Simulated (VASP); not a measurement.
# CuNi3 (I4/mmm) in VASP: further runs

Aim: see how the results for CuNi3 move with the level of theory and the settings. Levels: PBEsol, LDA. Tasks: single point.

Program: VASP 6.6.1. These are calculated values, not measurements. Logs are shortened: lines on timing, memory, paths and dates and some standing lists are left out, and cuts for length are marked.

**1. The cell of the first run**

It takes space group I4/mmm (No. 139, tetragonal). Conventional cell: a = 3.465 Å, b = 3.465 Å, c = 6.845 Å, α = 90.00°, β = 90.00°, γ = 90.00°. Within 3.2 Å of Cu (site symmetry 4/mmm) lie 12 Ni at 2.44 to 2.45 Å. Within 3.2 Å of Ni (site symmetry 4/mmm) lie 8 Ni at 2.44 Å and 4 Cu at 2.45 Å. Ni (site symmetry -4m2) has 4 Cu at 2.44 Å and 8 Ni at 2.44 to 2.45 Å within 3.2 Å.

**2. Single point, PBEsol, collinear spin, ferromagnetic start (volume scaled by 0.96)**

Contents of INCAR:

```
PREC = Accurate ; ENCUT = 520
EDIFF = 1E-6 ; ISMEAR = -1
SIGMA = 0.05 ; LREAL = F
LASPH = T ; NELM = 150
ALGO = Normal ; ISIF = 2
LWAVE = F ; LCHARG = F
ISPIN = 2 ; MAGMOM = 0.6 1 1 1
LORBIT = 11 ; LMAXMIX = 4
GGA = PS ; NBANDS = 32
```

Contents of KPOINTS:

```
regular mesh
0
Gamma
  11 11 11
```

Contents of POSCAR:

```
CuNi3
1.0
   -1.7324763380      1.7324763380      3.4222920309
    1.7324763380     -1.7324763380      3.4222920309
    1.7324763380      1.7324763380     -3.4222920309
Cu Ni
1 3
Direct
    0.0000000000      0.0000000000      0.0000000000
    0.5000000000      0.5000000000      0.0000000000
    0.2500000000      0.7500000000      0.5000000000
    0.7500000000      0.2500000000      0.5000000000
```

Potentials or basis: VASP PAW PBE potentials, release 64 (Cu, Ni).

On the command line:

```
> cat potpaw_PBE.64/Cu/POTCAR potpaw_PBE.64/Ni/POTCAR > POTCAR
> mpirun -np 1 vasp_std > vasp.out
```

OUTCAR:

```text
PREC = Accurate
   ENCUT = 520
   EDIFF = 1E-6
   ISMEAR = -1
   LREAL = F
   LASPH = T
   NELM = 150
   ISIF = 2
   ISPIN = 2
   LORBIT = 11
   GGA = PS

 ion  position               nearest neighbor table
   1  0.000  0.000  0.000-   3 2.44   4 2.44   3 2.44   4 2.44   4 2.44   3 2.44   4 2.44   3 2.44
                             2 2.45   2 2.45   2 2.45   2 2.45
   2  0.500  0.500  0.000-   3 2.44   4 2.44   3 2.44   4 2.44   3 2.44   4 2.44   3 2.44   4 2.44
                             1 2.45   1 2.45   1 2.45   1 2.45
   3  0.250  0.750  0.500-   1 2.44   2 2.44   1 2.44   2 2.44   1 2.44   2 2.44   1 2.44   2 2.44
                             4 2.45   4 2.45   4 2.45   4 2.45
   4  0.750  0.250  0.500-   1 2.44   2 2.44   1 2.44   2 2.44   2 2.44   1 2.44   2 2.44   1 2.44
                             3 2.45   3 2.45   3 2.45   3 2.45

  LATTYP: Found a body centered tetragonal cell.
 ALAT       =     3.4649526760
 C/A-ratio  =     1.9753759147

  Lattice vectors:

 A1 = (  -1.7324763380,   1.7324763380,   3.4222920309)
 A2 = (   1.7324763380,  -1.7324763380,   3.4222920309)
 A3 = (   1.7324763380,   1.7324763380,  -3.4222920309)

Analysis of symmetry for initial positions (statically):
=====================================================================
 Subroutine PRICEL returns:
 Original cell was already a primitive cell.

 Routine SETGRP: Setting up the symmetry group for a
 body centered tetragonal supercell.

 Subroutine GETGRP returns: Found 16 space group operations
 (whereof 16 operations were pure point group operations)
 out of a pool of 16 trial point group operations.

The static configuration has the point symmetry D_4h.

Analysis of symmetry for dynamics (positions and initial velocities):
=====================================================================
 Subroutine PRICEL returns:
 Original cell was already a primitive cell.

 Routine SETGRP: Setting up the symmetry group for a
 body centered tetragonal supercell.

 Subroutine GETGRP returns: Found 16 space group operations
 (whereof 16 operations were pure point group operations)
 out of a pool of 16 trial point group operations.

The dynamic configuration has the point symmetry D_4h.

Analysis of structural, dynamic, and magnetic symmetry:
=====================================================================
 Subroutine PRICEL returns:
 Original cell was already a primitive cell.

 Routine SETGRP: Setting up the symmetry group for a
 body centered tetragonal supercell.

 Subroutine GETGRP returns: Found 16 space group operations
 (whereof 16 operations were pure point group operations)
 out of a pool of 16 trial point group operations.

The overall configuration has the point symmetry D_4h.

 Subroutine INISYM returns: Found 16 space group operations
 (whereof 16 operations are pure point group operations),
 and found     1 'primitive' translations

----------------------------------------------------------------------------------------

                                     Primitive cell

  volume of cell :      41.0877

  direct lattice vectors                    reciprocal lattice vectors
    -1.732476338  1.732476338  3.422292031     0.000000000  0.288604230  0.146100916
     1.732476338 -1.732476338  3.422292031     0.288604230  0.000000000  0.146100916
     1.732476338  1.732476338 -3.422292031     0.288604230  0.288604230  0.000000000

  length of vectors
     4.208922816  4.208922816  4.208922816     0.323477788  0.323477788  0.408148017

  position of ions in fractional coordinates (direct lattice)
     0.000000000  0.000000000  0.000000000
     0.500000000  0.500000000  0.000000000
     0.250000000  0.750000000  0.500000000
     0.750000000  0.250000000  0.500000000

  ion indices of the primitive-cell ions
   primitive index   ion index
                 1           1
                 2           2
                 3           3
                 4           4

----------------------------------------------------------------------------------------

 KPOINTS: regular mesh

Automatic generation of k-mesh.
 Grid dimensions read from file:
 generate k-points for:   11   11   11

 Generating k-lattice:

  Cartesian coordinates                     Fractional coordinates (reciprocal lattice)
     0.000000000  0.026236748  0.013281901     0.090909091 -0.000000000  0.000000000
     0.026236748  0.000000000  0.013281901    -0.000000000  0.090909091  0.000000000
     0.026236748  0.026236748  0.000000000     0.000000000  0.000000000  0.090909091

  Length of vectors
     0.029407072  0.029407072  0.037104365

  Shift w.r.t. Gamma in fractional coordinates (k-lattice)
     0.000000000  0.000000000  0.000000000

 Subroutine IBZKPT returns following result:
 ===========================================

 Found    126 irreducible k-points:

 Following reciprocal coordinates:
            Coordinates               Weight
  0.000000  0.000000  0.000000      1.000000
  0.090909  0.000000  0.000000      8.000000
  0.181818 -0.000000  0.000000      8.000000
  0.272727  0.000000  0.000000      8.000000
  0.363636  0.000000  0.000000      8.000000
  0.454545  0.000000 -0.000000      8.000000
[... 16 lines left out ...]
 -0.272727  0.181818 -0.000000     16.000000
 -0.181818  0.181818  0.000000      4.000000
 [... further k-points ...]
   k-points           NKPTS =    126   k-points in BZ     NKDIM =    126   number of bands    NBANDS=     32
   number of dos      NEDOS =    301   number of ions     NIONS =      4
   total plane-waves  NPLWV =  32768
   dimension x,y,z NGX =    32 NGY =   32 NGZ =   32
   dimension x,y,z NGXF=    64 NGYF=   64 NGZF=   64
   ions per type =               1   3
   NGX,Y,Z   is equivalent  to a cutoff of  12.64, 12.64, 12.64 a.u.
   NGXF,Y,Z  is equivalent  to a cutoff of  25.28, 25.28, 25.28 a.u.
 SYSTEM =  unknown system
   PREC   = accura    normal or accurate (medium, high low for compatibility)
   ISTART =      0    job   : 0-new  1-cont  2-samecut
   ICHARG =      2    charge: 1-file 2-atom 10-const
   ISPIN  =      2    spin polarized calculation?
   LNONCOLLINEAR =      F non collinear calculations
   LSORBIT =      F    spin-orbit coupling
   LASPH  =      T    aspherical Exc in radial PAW
   ENCUT  =  520.0 eV  38.22 Ry    6.18 a.u.   7.83  7.83  7.83*2*pi/ulx,y,z
   NELM   =    150;   NELMIN=  2; NELMDL= -5     # of ELM steps
   EDIFF  = 0.1E-05   stopping-criterion for ELM
   LREAL  =      F    real-space projection
   EDIFFG = 0.1E-04   stopping-criterion for IOM
   NSW    =      0    number of steps for IOM
   IBRION =     -1    ionic relax: 0-MD 1-quasi-New 2-CG
   NFREE  =      0    steps in history (QN), initial steepest desc. (CG)
   ISIF   =      2    stress and relaxation
   ISYM   =      2    0-nonsym 1-usesym 2-fastsym
   POTIM  = 0.5000    time-step for ionic-motion
   TEBEG  =    0.0;   TEEND  =   0.0 temperature during run
   PSTRESS=    0.0 pullay stress
   NELECT =      41.0000    total number of electrons
   NUPDOWN=      -1.0000    fix difference up-down
   EMIN   =  10.00;   EMAX   =-10.00  energy-range for DOS
   EFERMI =   0.00;   METHOD = LEGACY
   ISMEAR =    -1;   SIGMA  =   0.05  broadening in eV -4-tet -1-fermi 0-gaus
   EFERMI_NEDOS =   21; number of points for ismear=-14 and -15
   IALGO  =     38    algorithm
   IMIX   =      4    mixing-type and parameters
     AMIX     =   0.40;   BMIX     =  1.00
     AMIX_MAG =   1.60;   BMIX_MAG =  1.00
  volume/ion in A,a.u.               =      10.27        69.32
  Fermi-wavevector in a.u.,A,eV,Ry     =   1.635933  3.091465 36.412963  2.676277
  Thomas-Fermi vector in A             =   2.727324
   LORBIT       =     11    0 simple, 1 ext, 2 COOP (PROOUT), +10 PAW based schemes
   GGA     = PS    functional components
   LHFCALC =     F    Hartree Fock is set to
   AEXX    =    0.0000 exact exchange contribution
   IVDW    =     0    specifies the selected vdW correction
   LEPSILON=     F    determine dielectric tensor
   LRPA    =     F    only Hartree local field effects (RPA)
 spin polarized calculation
  energy-cutoff  :      520.00
  volume of cell :       41.09
 maximum number of plane-waves:      1128
   NGX = 15   NGY = 15   NGZ = 15

 number of electron      41.0000020 magnetization       1.4498870

 Free energy of the ion-electron system (eV)
  ---------------------------------------------------
  ext. energy  EPLUGINS =         0.00000000
  ---------------------------------------------------
  free energy    TOTEN  =       -22.59434826 eV

  energy without entropy =      -22.55442691  energy(sigma->0) =      -22.57438758

 E-fermi :   9.6780     XC(G=0): -13.7663

 val. band max:        9.6758305929   @ k =   0.2727   0.2727   0.1818
 cond. band min:       9.6810918066   @ k =  -0.3636  -0.4545   0.1818
 fundamental gap:      0.0052612137
 Fermi energy:         9.6780207956

 spin component 1

 k-point     1 :       0.0000    0.0000    0.0000
  band No.  band energies     occupation
      1       0.0984      1.00000
      2       4.6527      1.00000
      3       5.1889      1.00000
      4       5.4046      1.00000
      5       5.8167      1.00000
      6       6.1020      1.00000
[... 829 lines left out ...]
     31      24.4418      0.00000
     32      24.9982      0.00000

 [... further k-points ...]

 spin component 2

 k-point     1 :       0.0000    0.0000    0.0000
  band No.  band energies     occupation
      1       0.0895      1.00000
      2       4.8200      1.00000
      3       5.4334      1.00000
      4       5.5333      1.00000
      5       6.0880      1.00000
      6       6.2240      1.00000
[... 829 lines left out ...]
     31      24.4790      0.00000
     32      25.1074      0.00000

 [... further k-points ...]
[... 5 lines left out ...]
  --------------------------------------------------------------------------------------
  -------------------------------------------------------------------------------------
  Total        1.7256912      1.7256912      1.9261137      0.0000000      0.0000000      0.0000000
  in kB       67.2917761     67.2917761     75.1070695      0.0000000      0.0000000      0.0000000
  external PRESSURE =      69.8968739 kB  Pullay stress =       0.0000000 kB

 VOLUME and BASIS-vectors are now :
 -----------------------------------------------------------------------------
  energy-cutoff  :      520.00
  volume of cell :       41.09
      direct lattice vectors                 reciprocal lattice vectors
    -1.732476338  1.732476338  3.422292031     0.000000000  0.288604230  0.146100916
     1.732476338 -1.732476338  3.422292031     0.288604230  0.000000000  0.146100916
     1.732476338  1.732476338 -3.422292031     0.288604230  0.288604230  0.000000000

 POSITION                                       TOTAL-FORCE (eV/Angst)
 -----------------------------------------------------------------------------------
      0.00000      0.00000      0.00000         0.000000     -0.000000     -0.000000
      0.00000      0.00000      3.42229         0.000000     -0.000000     -0.000000
      1.73248     -0.00000      1.71115        -0.000000     -0.000000     -0.000000
     -0.00000      1.73248      1.71115        -0.000000      0.000000      0.000000
 -----------------------------------------------------------------------------------
    total drift:                               -0.000000     -0.000000     -0.000000

  FREE ENERGIE OF THE ION-ELECTRON SYSTEM (eV)
  ---------------------------------------------------
  free  energy   TOTEN  =       -22.5943482579 eV

  energy  without entropy=      -22.5544269069  energy(sigma->0) =      -22.57438758

 total charge

# of ion       s       p       d       tot
------------------------------------------
    1        0.512   0.512   9.159  10.183
    2        0.516   0.547   8.360   9.423
    3        0.518   0.539   8.374   9.431
    4        0.518   0.539   8.374   9.431
--------------------------------------------------
tot          2.065   2.137  34.267  38.469

 magnetization (x)

# of ion       s       p       d       tot
------------------------------------------
    1       -0.006  -0.016   0.031   0.008
    2       -0.001  -0.017   0.521   0.502
    3       -0.004  -0.014   0.496   0.478
    4       -0.004  -0.014   0.496   0.478
--------------------------------------------------
tot         -0.016  -0.061   1.544   1.467
```

Wall time 2.5 min (1 thread of Intel Xeon 6975P-C (Granite Rapids), shared host); peak memory 0.38 GiB.

Results:

* Free energy: -22.5943 eV
* Pressure: 7.0 GPa
* Net moment: 1.45 μB per cell
* Site moments: Cu +0.01; Ni +0.50, +0.48 μB
* Valence electrons inside the program's atomic spheres: Cu 10.18; Ni 9.42, 9.43

Stress tensor (GPa, compression positive):
```
6.73 0.00 0.00
0.00 6.73 0.00
0.00 0.00 7.51
```

Caveat: the cell differs from its parent crystal (volume scaled by 0.96); the PAW data sets were made with another functional, which shifts forces and pressure a little.

**3. Single point, LDA, collinear spin, ferromagnetic start**

This run uses another cell than the first one, of 10.70 Å³/atom, 1.042 times its volume.

Contents of INCAR:

```
SYSTEM = CuNi3
PREC     = Accurate       ! precision mode
ENCUT    = 520            ! plane-wave cutoff, eV
EDIFF    = 1E-7           ! SCF threshold, eV
ISMEAR   = -1             ! smearing method
SIGMA    = 0.05           ! smearing width, eV
LREAL    = .False.        ! projectors in reciprocal space
LASPH    = .True.         ! aspherical terms in the spheres
NELM     = 150            ! most SCF steps
ALGO     = Normal         ! electronic algorithm
ISIF     = 2              ! what is computed and relaxed
LWAVE    = .False.        ! write WAVECAR
LCHARG   = .False.        ! write CHGCAR
ISPIN    = 2              ! spin polarisation
MAGMOM   = 0.6 1 1 1      ! initial moments
LORBIT   = 11             ! projections on sites
LMAXMIX  = 4              ! l up to which the mixer works
GGA      = CA             ! functional
NBANDS   = 32             ! bands
```

Contents of KPOINTS:

```
Automatic mesh
0
Gamma
  11 11 11
  0 0 0
```

Contents of POSCAR:

```
CuNi3
1.0
   -1.7562118400      1.7562118400      3.4691785700
    1.7562118400     -1.7562118400      3.4691785700
    1.7562118400      1.7562118400     -3.4691785700
Cu Ni
1 3
Direct
    0.0000000000      0.0000000000      0.0000000000
    0.5000000000      0.5000000000      0.0000000000
    0.2500000000      0.7500000000      0.5000000000
    0.7500000000      0.2500000000      0.5000000000
```

Potentials or basis: VASP PAW LDA potentials, release 64 (Cu, Ni).

On the command line:

```
> cat potpaw_LDA.64/Cu/POTCAR potpaw_LDA.64/Ni/POTCAR > POTCAR
> mpirun -np 1 vasp_std > vasp.out
```

Run time: 7.2 min. Hardware: 1 thread of Intel Xeon Platinum 8259CL at 2.50GHz (Skylake/Cascade Lake), shared host; peak memory 0.36 GiB.

The run converged. Its results:

```yaml
Free_energy: -24.3106 eV
Pressure: -9.6 GPa
Net_moment: 1.36 μB per cell
Site_moments: Cu +0.01; Ni +0.46, +0.45 μB
Valence_electrons_inside_the_program's_atomic_spheres: Cu 10.13; Ni 9.35, 9.36
```

Stress tensor (GPa, compression positive):
```
-9.90  0.00  0.00
 0.00 -9.90  0.00
 0.00  0.00 -9.05
```

Levels at points of the mesh, in eV from the Fermi level:
Spin up:
```
           k point  band 19  band 20  band 21  band 22  band 23  band 24
(0.00, 0.00, 0.00)    -0.33    -0.33    -0.12     2.55     7.69     7.69
```
Spin down:
| k point | band 16 | band 17 | band 18 | band 19 | band 20 | band 21 | band 22 | band 23 | band 24 | band 25 |
| --- | --- | --- | --- | --- | --- | --- | --- | --- | --- | --- |
| (0.00, 0.00, 0.00) | -0.59 | -0.28 | -0.02 | 0.12 | 0.12 | 0.44 | 2.58 | 7.82 | 7.82 | 7.87 |
